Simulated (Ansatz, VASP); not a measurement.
**One calculation of RbBr, two programs**

```
Rb Br
1.0
     0.00000    3.86950    3.64894
     3.86950    0.00000    3.64894
     3.86950    3.86950    0.00000
Rb Br
1 1
Direct
  0.00000 0.00000 0.00000
  0.25000 0.25000 0.25000
```

Change from the starting cell: uniaxial_z strain -5.7%.

Alike in both runs: task single point; functional PBE; k mesh 6 × 6 × 6; occupations fermi-dirac, width 0.02 eV; no spin polarisation.

|  | VASP | Ansatz |
| --- | --- | --- |
| version | VASP 6.6.1 | Ansatz 0.2.0 |
| potentials or method | VASP PAW PBE potentials, release 64 (Rb_sv, Br) | plane waves, PAW |
| plane-wave cutoff (eV) | 520 | 420 |
| valence electrons in the cell | 16 | 16 |

```tsv
	VASP	Ansatz	Ansatz less VASP
gap on the k mesh at the Fermi level (eV)	4.14	4.14	0.000
pressure (GPa)	0.8	0.7	-0.02
```
